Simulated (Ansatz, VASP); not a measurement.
**TiVC4N4 in VASP and in Ansatz**

```
Ti V C N
1.0
     5.95396    0.00000    0.00000
     0.00000    5.95396    0.00000
     0.00000    0.00000    5.95396
Ti V C N
1 1 4 4
Cartesian
  0.0000 0.0000 0.0000
  2.9770 2.9770 2.9770
  1.1977 1.1977 1.1977
  1.1977 4.7563 4.7563
  4.7563 1.1977 4.7563
  4.7563 4.7563 1.1977
  1.8861 1.8861 1.8861
  1.8861 4.0679 4.0679
  4.0679 1.8861 4.0679
  4.0679 4.0679 1.8861
```

Alike in both runs: functional PBE; k mesh 4 × 4 × 4; occupations gaussian, width 0.1 eV; collinear spin.

Ansatz relaxed the structure, and its values are those at the end. VASP's run is a single point on that final structure, the one shown.

```csv
,VASP,Ansatz
version,VASP 6.6.1,Ansatz 0.2.0
potentials or method,"VASP PAW PBE potentials, release 64 (Ti_sv, V_sv, C, N), cutoff 520 eV","scalar-relativistic, plane waves, PAW"
valence electrons in the cell,61,61
```

```tsv
	VASP	Ansatz	Ansatz less VASP
gap on the k mesh at the Fermi level (eV)	none	none	-
pressure (GPa)	-0.2	0.1	+0.33
rms of the force components (eV/Å)	0.277	0.017	-0.2606
net moment per atom (μB)	0.00	0.01	+0.012
size of the moment on the site where the two differ most (μB)	0.00	0.69	+0.688
```

Site moments also hang on the region over which each program counts them. A gap of «none» marks a metal or a gap that the smearing closes. Ansatz's warnings: seeded moment not kept.

Noted on VASP's run: the standard files for N, O and F lose accuracy on very short bonds.
